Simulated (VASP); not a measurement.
# Ru (P6_3/mmc) in VASP: notebook

Runs on Ru. Level: LDA. Tasks: single point.

Program: VASP 6.6.1. These are calculated values, not measurements. Logs are shortened: lines on timing, memory, paths and dates and some standing lists are left out, and cuts for length are marked.

## 1. The cell of the first run

The structure is hexagonal, space group P6_3/mmc (No. 194). Conventional cell: a = 2.674 Å, b = 2.674 Å, c = 4.226 Å, α = 90.00°, β = 90.00°, γ = 120.00°. Ru (site symmetry -6m2) has 12 Ru at 2.62 to 2.67 Å within 3.5 Å.

## 2. Single point, LDA

Input file INCAR:

```
SYSTEM = Ru
  PREC = Accurate
  ENCUT = 520
  EDIFF = 1E-7
  ISMEAR = 0
  SIGMA = 0.1
  LREAL = .False.
  LASPH = .True.
  NELM = 100
  ALGO = Fast
  ISIF = 2
  LWAVE = .False.
  LCHARG = .True.
  GGA = CA
  LELF = .True.
  LVHAR = .True.
  NBANDS = 21
```

Input file KPOINTS:

```
Automatic mesh
0
Gamma
  15 15 8
  0 0 0
```

Input file POSCAR:

```
Ru
1.0
    2.6743058522      0.0000000000      0.0000000000
   -1.3371529261      2.3160168055      0.0000000000
    0.0000000000      0.0000000000      4.2260482731
Ru
2
Direct
    0.3333333333      0.6666666667      0.2500000000
    0.6666666667      0.3333333333      0.7500000000
```

Potentials or basis: VASP PAW LDA potentials, release 64 (Ru_pv).

Started as:

```console
$ cat potpaw_LDA.64/Ru_pv/POTCAR > POTCAR
$ mpirun -np 1 vasp_std > vasp.out
```

OUTCAR:

```text
SYSTEM = Ru
   PREC = Accurate
   ENCUT = 520
   EDIFF = 1E-7
   ISMEAR = 0
   LREAL = .False.
   LASPH = .True.
   NELM = 100
   ISIF = 2
   GGA = CA

 ion  position               nearest neighbor table
   1  0.333  0.667  0.250-   2 2.62   2 2.62   2 2.62   2 2.62   2 2.62   2 2.62
   2  0.667  0.333  0.750-   1 2.62   1 2.62   1 2.62   1 2.62   1 2.62   1 2.62

  LATTYP: Found a hexagonal cell.
 ALAT       =     2.6743058522
 C/A-ratio  =     1.5802411940

  Lattice vectors:

 A1 = (   2.6743058522,   0.0000000000,   0.0000000000)
 A2 = (  -1.3371529261,   2.3160168055,   0.0000000000)
 A3 = (   0.0000000000,   0.0000000000,   4.2260482731)

Analysis of symmetry for initial positions (statically):
=====================================================================
 Subroutine PRICEL returns:
 Original cell was already a primitive cell.

 Routine SETGRP: Setting up the symmetry group for a
 hexagonal supercell.

 Subroutine GETGRP returns: Found 24 space group operations
 (whereof 12 operations were pure point group operations)
 out of a pool of 24 trial point group operations.

The static configuration has the point symmetry D_3d.
 The point group associated with its full space group is D_6h.

Analysis of symmetry for dynamics (positions and initial velocities):
=====================================================================
 Subroutine PRICEL returns:
 Original cell was already a primitive cell.

 Routine SETGRP: Setting up the symmetry group for a
 hexagonal supercell.

 Subroutine GETGRP returns: Found 24 space group operations
 (whereof 12 operations were pure point group operations)
 out of a pool of 24 trial point group operations.

The dynamic configuration has the point symmetry D_3d.
 The point group associated with its full space group is D_6h.

 Subroutine INISYM returns: Found 24 space group operations
 (whereof 12 operations are pure point group operations),
 and found     1 'primitive' translations

----------------------------------------------------------------------------------------

                                     Primitive cell

  volume of cell :      26.1750

  direct lattice vectors                    reciprocal lattice vectors
     2.674305852  0.000000000  0.000000000     0.373928808  0.215887898  0.000000000
    -1.337152926  2.316016805  0.000000000     0.000000000  0.431775796  0.000000000
     0.000000000  0.000000000  4.226048273     0.000000000  0.000000000  0.236627680

  length of vectors
     2.674305852  2.674305852  4.226048273     0.431775796  0.431775796  0.236627680
[... 75 lines left out ...]
   ISPIN  =      1    spin polarized calculation?
   LNONCOLLINEAR =      F non collinear calculations
   LSORBIT =      F    spin-orbit coupling
   LASPH  =      T    aspherical Exc in radial PAW
   ENCUT  =  520.0 eV  38.22 Ry    6.18 a.u.   4.97  4.97  7.86*2*pi/ulx,y,z
   NELM   =    100;   NELMIN=  2; NELMDL= -5     # of ELM steps
   EDIFF  = 0.1E-06   stopping-criterion for ELM
   LREAL  =      F    real-space projection
   EDIFFG = 0.1E-05   stopping-criterion for IOM
   NSW    =      0    number of steps for IOM
   IBRION =     -1    ionic relax: 0-MD 1-quasi-New 2-CG
   NFREE  =      0    steps in history (QN), initial steepest desc. (CG)
   ISIF   =      2    stress and relaxation
   ISYM   =      2    0-nonsym 1-usesym 2-fastsym
   POTIM  = 0.5000    time-step for ionic-motion
   TEBEG  =    0.0;   TEEND  =   0.0 temperature during run
   PSTRESS=    0.0 pullay stress
   NELECT =      28.0000    total number of electrons
   NUPDOWN=      -1.0000    fix difference up-down
   EMIN   =  10.00;   EMAX   =-10.00  energy-range for DOS
   EFERMI =   0.00;   METHOD = LEGACY
   ISMEAR =     0;   SIGMA  =   0.10  broadening in eV -4-tet -1-fermi 0-gaus
   EFERMI_NEDOS =   21; number of points for ismear=-14 and -15
   IALGO  =     68    algorithm
   IMIX   =      4    mixing-type and parameters
     AMIX     =   0.40;   BMIX     =  1.00
     AMIX_MAG =   1.60;   BMIX_MAG =  1.00
  volume/ion in A,a.u.               =      13.09        88.32
  Fermi-wavevector in a.u.,A,eV,Ry     =   1.674294  3.163957 38.140681  2.803261
  Thomas-Fermi vector in A             =   2.759115
   LORBIT       =      0    0 simple, 1 ext, 2 COOP (PROOUT), +10 PAW based schemes
   GGA     = CA    functional components
   LHFCALC =     F    Hartree Fock is set to
   AEXX    =    0.0000 exact exchange contribution
   IVDW    =     0    specifies the selected vdW correction
   LEPSILON=     F    determine dielectric tensor
   LRPA    =     F    only Hartree local field effects (RPA)
 non-spin polarized calculation
 RMM-DIIS sequential band-by-band and
 Gauss-broadening in eV      SIGMA  =   0.10
  energy-cutoff  :      520.00
  volume of cell :       26.18
 maximum number of plane-waves:       732
 NGX is ok and might be reduce to    20
   NGX =  9   NGY =  9   NGZ = 15

 number of electron      27.9999992 magnetization

 Free energy of the ion-electron system (eV)
  ---------------------------------------------------
  ext. energy  EPLUGINS =         0.00000000
  ---------------------------------------------------
  free energy    TOTEN  =       -21.39915915 eV

  energy without entropy =      -21.39186271  energy(sigma->0) =      -21.39551093

 E-fermi :  13.3776     XC(G=0): -14.6072

 val. band max:       13.3701799928   @ k =   0.0000   0.0000   0.3750
 cond. band min:      13.4158819570   @ k =   0.2667   0.0000   0.2500
 fundamental gap:      0.0457019642
 Fermi energy:        13.3775738838

 k-point     1 :       0.0000    0.0000    0.0000
  band No.  band energies     occupation
      1     -30.2289      2.00000
      2     -29.1596      2.00000
      3     -29.1596      2.00000
      4     -28.9646      2.00000
      5     -28.9646      2.00000
      6     -28.9138      2.00000
[... 565 lines left out ...]
     20      23.5396      0.00000
     21      25.9803      0.00000

 [... further k-points ...]
[... 5 lines left out ...]
  --------------------------------------------------------------------------------------
  -------------------------------------------------------------------------------------
  Total        0.1445908      0.1445908      0.1618347     -0.0000000      0.0000000      0.0000000
  in kB        8.8504232      8.8504232      9.9059239     -0.0000000      0.0000000      0.0000000
  external PRESSURE =       9.2022568 kB  Pullay stress =       0.0000000 kB

 VOLUME and BASIS-vectors are now :
 -----------------------------------------------------------------------------
  energy-cutoff  :      520.00
  volume of cell :       26.18
      direct lattice vectors                 reciprocal lattice vectors
     2.674305852  0.000000000  0.000000000     0.373928808  0.215887898  0.000000000
    -1.337152926  2.316016805  0.000000000     0.000000000  0.431775796  0.000000000
     0.000000000  0.000000000  4.226048273     0.000000000  0.000000000  0.236627680

 POSITION                                       TOTAL-FORCE (eV/Angst)
 -----------------------------------------------------------------------------------
     -0.00000      1.54401      1.05651         0.000000      0.000000      0.000000
      1.33715      0.77201      3.16954        -0.000000     -0.000000      0.000000
 -----------------------------------------------------------------------------------
    total drift:                               -0.000000      0.000000     -0.000000

  FREE ENERGIE OF THE ION-ELECTRON SYSTEM (eV)
  ---------------------------------------------------
  free  energy   TOTEN  =       -21.3991591466 eV

  energy  without entropy=      -21.3918627113  energy(sigma->0) =      -21.39551093
```

stdout:

```text
POSCAR found type information on POSCAR Ru
 POSCAR found :  1 types and       2 ions
 scaLAPACK will be used
 LDA part: xc-table for (Slater(with rela. corr.)+CA(PZ))
 , standard interpolation
 POSCAR, INCAR and KPOINTS ok, starting setup
 FFT: planning ... GRIDC
 FFT: planning ... GRID_SOFT
 FFT: planning ... GRID
 WAVECAR not read
 entering main loop
```

Wall time 35 s (1 thread of AMD EPYC 9R45 (Zen 5), shared host); peak memory 0.14 GiB.

Results:

| Quantity | Value |
| --- | --- |
| Free energy | -21.3992 eV |
| Pressure | 0.9 GPa |
| Band gap on the k mesh | zero (band 14 reaches 15.05 eV, above the bottom of band 15 at 11.76 eV) |

Stress tensor (GPa, compression positive):
```
0.89 0.00 0.00
0.00 0.89 0.00
0.00 0.00 0.99
```

## 3. Single point, LDA

Input file INCAR:

```
SYSTEM = Ru
PREC     = Accurate       ! precision mode
ENCUT    = 520            ! plane-wave cutoff, eV
EDIFF    = 1E-6           ! SCF threshold, eV
ISMEAR   = -1             ! smearing method
SIGMA    = 0.15           ! smearing width, eV
LREAL    = .FALSE.        ! projectors in reciprocal space
LASPH    = .TRUE.         ! aspherical terms in the spheres
NELM     = 100            ! most SCF steps
ALGO     = Normal         ! electronic algorithm
ISIF     = 2              ! what is computed and relaxed
LWAVE    = .FALSE.        ! write WAVECAR
LCHARG   = .TRUE.         ! write CHGCAR
LELF     = .TRUE.         ! ELF
LVHAR    = .TRUE.       
NBANDS   = 21             ! bands
```

Input file KPOINTS:

```
regular mesh
0
G
  15 15 8
  0 0 0
```

Input file POSCAR:

```
Ru
1.0
    2.6759834104      0.0000000000      0.0000000000
   -1.3379917052      2.3174696135      0.0000000000
    0.0000000000      0.0000000000      4.2262880472
Ru
2
Direct
    0.3333333333      0.6666666667      0.2500000000
    0.6666666667      0.3333333333      0.7500000000
```

Potentials or basis: VASP PAW LDA potentials, release 64 (Ru_pv).

Started as:

```console
$ cat potpaw_LDA.64/Ru_pv/POTCAR > POTCAR
$ mpirun -np 1 vasp_std > vasp.out
```

OUTCAR:

```text
SYSTEM = Ru
   PREC = Accurate
   ENCUT = 520
   EDIFF = 1E-6
   ISMEAR = -1
   LREAL = .FALSE.
   LASPH = .TRUE.
   NELM = 100
   ISIF = 2

 ion  position               nearest neighbor table
   1  0.333  0.667  0.250-   2 2.62   2 2.62   2 2.62   2 2.62   2 2.62   2 2.62
   2  0.667  0.333  0.750-   1 2.62   1 2.62   1 2.62   1 2.62   1 2.62   1 2.62

  LATTYP: Found a hexagonal cell.
 ALAT       =     2.6759834104
 C/A-ratio  =     1.5793401524

  Lattice vectors:

 A1 = (   2.6759834104,   0.0000000000,   0.0000000000)
 A2 = (  -1.3379917052,   2.3174696135,   0.0000000000)
 A3 = (   0.0000000000,   0.0000000000,   4.2262880472)

Analysis of symmetry for initial positions (statically):
=====================================================================
 Subroutine PRICEL returns:
 Original cell was already a primitive cell.

 Routine SETGRP: Setting up the symmetry group for a
 hexagonal supercell.

 Subroutine GETGRP returns: Found 24 space group operations
 (whereof 12 operations were pure point group operations)
 out of a pool of 24 trial point group operations.

The static configuration has the point symmetry D_3d.
 The point group associated with its full space group is D_6h.

Analysis of symmetry for dynamics (positions and initial velocities):
=====================================================================
 Subroutine PRICEL returns:
 Original cell was already a primitive cell.

 Routine SETGRP: Setting up the symmetry group for a
 hexagonal supercell.

 Subroutine GETGRP returns: Found 24 space group operations
 (whereof 12 operations were pure point group operations)
 out of a pool of 24 trial point group operations.

The dynamic configuration has the point symmetry D_3d.
 The point group associated with its full space group is D_6h.

 Subroutine INISYM returns: Found 24 space group operations
 (whereof 12 operations are pure point group operations),
 and found     1 'primitive' translations

----------------------------------------------------------------------------------------

                                     Primitive cell

  volume of cell :      26.2094

  direct lattice vectors                    reciprocal lattice vectors
     2.675983410  0.000000000  0.000000000     0.373694394  0.215752559  0.000000000
    -1.337991705  2.317469614  0.000000000     0.000000000  0.431505118  0.000000000
     0.000000000  0.000000000  4.226288047     0.000000000  0.000000000  0.236614256

  length of vectors
     2.675983410  2.675983410  4.226288047     0.431505118  0.431505118  0.236614256

  position of ions in fractional coordinates (direct lattice)
     0.333333333  0.666666667  0.250000000
     0.666666667  0.333333333  0.750000000

  ion indices of the primitive-cell ions
   primitive index   ion index
                 1           1
                 2           2

----------------------------------------------------------------------------------------

 KPOINTS: regular mesh

Automatic generation of k-mesh.
 Grid dimensions read from file:
 generate k-points for:   15   15    8

 Generating k-lattice:

  Cartesian coordinates                     Fractional coordinates (reciprocal lattice)
     0.024912960  0.014383504  0.000000000     0.066666667  0.000000000  0.000000000
     0.000000000  0.028767008  0.000000000     0.000000000  0.066666667  0.000000000
     0.000000000  0.000000000  0.029576782     0.000000000  0.000000000  0.125000000

  Length of vectors
     0.028767008  0.028767008  0.029576782

  Shift w.r.t. Gamma in fractional coordinates (k-lattice)
     0.000000000  0.000000000  0.000000000

 Subroutine IBZKPT returns following result:
 ===========================================

 Found    135 irreducible k-points:

 Following reciprocal coordinates:
            Coordinates               Weight
  0.000000  0.000000  0.000000      1.000000
  0.066667  0.000000  0.000000      6.000000
  0.133333  0.000000  0.000000      6.000000
  0.200000  0.000000  0.000000      6.000000
  0.266667  0.000000  0.000000      6.000000
  0.333333  0.000000  0.000000      6.000000
[... 16 lines left out ...]
  0.333333  0.200000  0.000000     12.000000
  0.400000  0.200000  0.000000      6.000000
 [... further k-points ...]
   k-points           NKPTS =    135   k-points in BZ     NKDIM =    135   number of bands    NBANDS=     21
   number of dos      NEDOS =    301   number of ions     NIONS =      2
   total plane-waves  NPLWV =  12800
   dimension x,y,z NGX =    20 NGY =   20 NGZ =   32
   dimension x,y,z NGXF=    40 NGYF=   40 NGZF=   64
   ions per type =               2
   NGX,Y,Z   is equivalent  to a cutoff of  12.43, 12.43, 12.59 a.u.
   NGXF,Y,Z  is equivalent  to a cutoff of  24.85, 24.85, 25.18 a.u.
 SYSTEM =  Ru
   PREC   = accura    normal or accurate (medium, high low for compatibility)
   ISTART =      0    job   : 0-new  1-cont  2-samecut
   ICHARG =      2    charge: 1-file 2-atom 10-const
   ISPIN  =      1    spin polarized calculation?
   LNONCOLLINEAR =      F non collinear calculations
   LSORBIT =      F    spin-orbit coupling
   LASPH  =      T    aspherical Exc in radial PAW
   ENCUT  =  520.0 eV  38.22 Ry    6.18 a.u.   4.98  4.98  7.86*2*pi/ulx,y,z
   NELM   =    100;   NELMIN=  2; NELMDL= -5     # of ELM steps
   EDIFF  = 0.1E-05   stopping-criterion for ELM
   LREAL  =      F    real-space projection
   EDIFFG = 0.1E-04   stopping-criterion for IOM
   NSW    =      0    number of steps for IOM
   IBRION =     -1    ionic relax: 0-MD 1-quasi-New 2-CG
   NFREE  =      0    steps in history (QN), initial steepest desc. (CG)
   ISIF   =      2    stress and relaxation
   ISYM   =      2    0-nonsym 1-usesym 2-fastsym
   POTIM  = 0.5000    time-step for ionic-motion
   TEBEG  =    0.0;   TEEND  =   0.0 temperature during run
   PSTRESS=    0.0 pullay stress
   NELECT =      28.0000    total number of electrons
   NUPDOWN=      -1.0000    fix difference up-down
   EMIN   =  10.00;   EMAX   =-10.00  energy-range for DOS
   EFERMI =   0.00;   METHOD = LEGACY
   ISMEAR =    -1;   SIGMA  =   0.15  broadening in eV -4-tet -1-fermi 0-gaus
   EFERMI_NEDOS =   21; number of points for ismear=-14 and -15
   IALGO  =     38    algorithm
   IMIX   =      4    mixing-type and parameters
     AMIX     =   0.40;   BMIX     =  1.00
     AMIX_MAG =   1.60;   BMIX_MAG =  1.00
  volume/ion in A,a.u.               =      13.10        88.43
  Fermi-wavevector in a.u.,A,eV,Ry     =   1.673563  3.162575 38.107362  2.800812
  Thomas-Fermi vector in A             =   2.758512
   LORBIT       =      0    0 simple, 1 ext, 2 COOP (PROOUT), +10 PAW based schemes
   GGA     = CA    functional components
   LHFCALC =     F    Hartree Fock is set to
   AEXX    =    0.0000 exact exchange contribution
   IVDW    =     0    specifies the selected vdW correction
   LEPSILON=     F    determine dielectric tensor
   LRPA    =     F    only Hartree local field effects (RPA)
 non-spin polarized calculation
  energy-cutoff  :      520.00
  volume of cell :       26.21
 maximum number of plane-waves:       732
 NGX is ok and might be reduce to    20
   NGX =  9   NGY =  9   NGZ = 15

 number of electron      27.9999992 magnetization

 Free energy of the ion-electron system (eV)
  ---------------------------------------------------
  ext. energy  EPLUGINS =         0.00000000
  ---------------------------------------------------
  free energy    TOTEN  =       -21.45095561 eV

  energy without entropy =      -21.33709668  energy(sigma->0) =      -21.39402614

 E-fermi :  13.3764     XC(G=0): -14.5986

 val. band max:       13.3478264190   @ k =   0.0000   0.0000   0.3750
 cond. band min:      13.3942560376   @ k =   0.0667   0.0000   0.3750
 fundamental gap:      0.0464296185
 Fermi energy:        13.3763891956

 k-point     1 :       0.0000    0.0000    0.0000
  band No.  band energies     occupation
      1     -30.2467      2.00000
      2     -29.1779      2.00000
      3     -29.1779      2.00000
      4     -28.9830      2.00000
      5     -28.9830      2.00000
      6     -28.9354      2.00000
[... 13 lines left out ...]
     20      23.3078      0.00000
     21      24.1132      0.00000

 k-point     2 :       0.0667    0.0000    0.0000
  band No.  band energies     occupation
      1     -30.2294      2.00000
      2     -29.2149      2.00000
      3     -29.1904      2.00000
      4     -29.0217      2.00000
      5     -28.9880      2.00000
      6     -28.9435      2.00000
[... 520 lines left out ...]
 k-point    24 :       0.4000    0.2000    0.0000
  band No.  band energies     occupation
      1     -29.9437      2.00000
      2     -29.7276      2.00000
      3     -29.6066      2.00000
      4     -29.5920      2.00000
      5     -29.3425      2.00000
      6     -29.3097      2.00000
[... 13 lines left out ...]
     20      23.3076      0.00000
     21      23.5023      0.00000

 [... further k-points ...]
[... 5 lines left out ...]
  --------------------------------------------------------------------------------------
  -------------------------------------------------------------------------------------
  Total        0.1462082      0.1462082      0.1581319     -0.0000000      0.0000000      0.0000000
  in kB        8.9376995      8.9376995      9.6665932     -0.0000000      0.0000000      0.0000000
  external PRESSURE =       9.1806641 kB  Pullay stress =       0.0000000 kB

 VOLUME and BASIS-vectors are now :
 -----------------------------------------------------------------------------
  energy-cutoff  :      520.00
  volume of cell :       26.21
      direct lattice vectors                 reciprocal lattice vectors
     2.675983410  0.000000000  0.000000000     0.373694394  0.215752559  0.000000000
    -1.337991705  2.317469614  0.000000000     0.000000000  0.431505118  0.000000000
     0.000000000  0.000000000  4.226288047     0.000000000  0.000000000  0.236614256

 POSITION                                       TOTAL-FORCE (eV/Angst)
 -----------------------------------------------------------------------------------
     -0.00000      1.54498      1.05657        -0.000000      0.000000      0.000000
      1.33799      0.77249      3.16972         0.000000     -0.000000      0.000000
 -----------------------------------------------------------------------------------
    total drift:                               -0.000000      0.000000     -0.000000

  FREE ENERGIE OF THE ION-ELECTRON SYSTEM (eV)
  ---------------------------------------------------
  free  energy   TOTEN  =       -21.4509556093 eV

  energy  without entropy=      -21.3370966784  energy(sigma->0) =      -21.39402614
```

Run time: 28 s. Hardware: 1 thread of AMD EPYC 9R45 (Zen 5), shared host; peak memory 0.14 GiB.

Results:

| Quantity | Value |
| --- | --- |
| Free energy | -21.4510 eV |
| Pressure | 0.9 GPa |
| Band gap on the k mesh | zero (band 14 reaches 15.03 eV, above the bottom of band 15 at 11.75 eV) |
